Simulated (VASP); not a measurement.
Wanted: the native input for a VASP 6.6.1 run.

* Task: relaxation of cell and atoms
* Functional: PBE
* Potentials or basis: VASP PAW PBE potentials, release 64 (Re)
* Cutoff: 600 eV
* k mesh: 18 × 18 × 6
* Occupations: gaussian, width 0.1 eV
* Spin: no spin polarisation
* Target pressure: 5 GPa
* Dipole correction: no
* Further INCAR settings: ALGO = Normal; EDIFF = 1e-07; IBRION = 2; EDIFFG = -0.008; NSW = 70; ISIF = 3

The structure of Re lies in POSCAR:

```
Re
1.0
    2.7643321221      0.0000000000      0.0000000000
   -1.3821660610      2.3939818422      0.0000000000
    0.0000000000      0.0000000000      8.9107150919
Re
4
Direct
    0.0000000000      0.0000000000      0.0000000000
    0.3333333333      0.6666666667      0.2500000000
    0.0000000000      0.0000000000      0.5000000000
    0.6666666667      0.3333333333      0.7500000000
```

The input as run:

INCAR

```
SYSTEM = Re
PREC = Accurate
ENCUT = 600
EDIFF = 1E-7
ISMEAR = 0
SIGMA = 0.1
LREAL = .False.
LASPH = .True.
NELM = 120
ALGO = Normal
ISIF = 3
LWAVE = .False.
LCHARG = .False.
GGA = PE
IBRION = 2
NSW = 70
EDIFFG = -0.008
PSTRESS = 50.0
GGA_COMPAT = .False.
NELMIN = 4
```

KPOINTS

```
Automatic mesh
0
Gamma
  18 18 6
  0 0 0
```

Potentials or basis: VASP PAW PBE potentials, release 64 (Re).

Run with:

```bash
$ cat potpaw_PBE.64/Re/POTCAR > POTCAR
$ mpirun -np 1 vasp_std > vasp.out
```

It gave:

| Quantity | Value |
| --- | --- |
| Relaxed volume | 14.73 Å³/atom |
| Relaxed cell | a = 2.764 Å, b = 2.764 Å, c = 8.908 Å, α = 90.00°, β = 90.00°, γ = 120.00° |
| Space group after relaxing (to 0.1 Å) | P6_3/mmc (No. 194) |
| Energy change on relaxing (the run minimises the enthalpy) | +0.3 meV/atom |
| Ionic steps | 3 |
| Pressure after relaxing | 5.0 GPa |

Caveat: the cell is relaxed towards a set pressure, so the run minimises the enthalpy, not the energy; the highest band is partly filled, so the run has too few bands.

It took 13 min on 1 thread of Oxide Virtual Turin-like Processor, on a shared host, peak memory 0.29 GiB.
